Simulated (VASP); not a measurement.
# ZrSe2: single point with PBE

ZrSe2:

```xyz
3
Lattice="3.7980 0.0000 0.0000 -1.8990 3.2892 0.0000 0.0000 0.0000 6.1920" Properties=species:S:1:pos:R:3 pbc="T T T"
Zr    0.0000    0.0000    0.0000
Se    0.0000    2.1928    1.5480
Se    1.8990    1.0964    4.6440
```

```json
{
  "Program": "VASP 6.6.1",
  "Task": "single point",
  "Functional": "PBE",
  "Potentials or basis": "VASP PAW PBE potentials, release 64 (Zr_sv, Se)",
  "Cutoff": "500 eV",
  "k mesh": "4 × 4 × 2",
  "Occupations": "gaussian, width 0.01 eV",
  "Spin": "no spin polarisation",
  "Dipole correction": "no",
  "Further INCAR settings": "ALGO = Normal; EDIFF = 1e-06; NBANDS = 19"
}
```

| Item | Value |
| --- | --- |
| Pressure | 2.5 GPa |
| Largest force | 0.254 eV/Å |
| Band gap on the k mesh | 0.33 eV (least direct gap 1.00 eV) |

Forces in eV/Å, atoms in the order of the input:
```
Zr   0.000  0.000  0.000
Se   0.000  0.000  0.254
Se   0.000  0.000 -0.254
```

Stress tensor (GPa, compression positive):
```
2.25 0.00 0.00
0.00 2.25 0.00
0.00 0.00 2.98
```

Levels at points of the mesh, in eV from the valence-band top:
```csv
k point,band 8,band 9,band 10,band 11,band 12,band 13,band 14,band 15,band 16,band 17
"(0.00, 0.00, 0.00)",-2.75,-2.75,-0.05,-0.05,0.00,1.00,1.00,1.53,4.31,4.31
"(0.50, 0.00, 0.00)",-2.94,-2.69,-2.53,-2.14,-1.37,0.53,2.46,2.79,4.81,5.03
"(0.00, 0.00, 0.50)",-2.71,-2.71,-2.06,-0.22,-0.22,0.97,0.97,1.92,4.70,4.70
"(0.50, 0.00, 0.50)",-3.60,-2.70,-2.54,-1.06,-0.98,0.33,2.45,2.78,4.45,4.98
```

Wall time 22 s on 1 thread of Intel Xeon 8259CL (shared host), peak memory 0.16 GiB.

Caveat: the k points lie up to 0.51 Å⁻¹ apart; semilocal functionals underestimate gaps, and a narrow one can read as zero; this functional lacks dispersion, which binds layers or chains, so the pressure and a relaxed spacing across them are unreliable. A k mesh can miss the band edges.
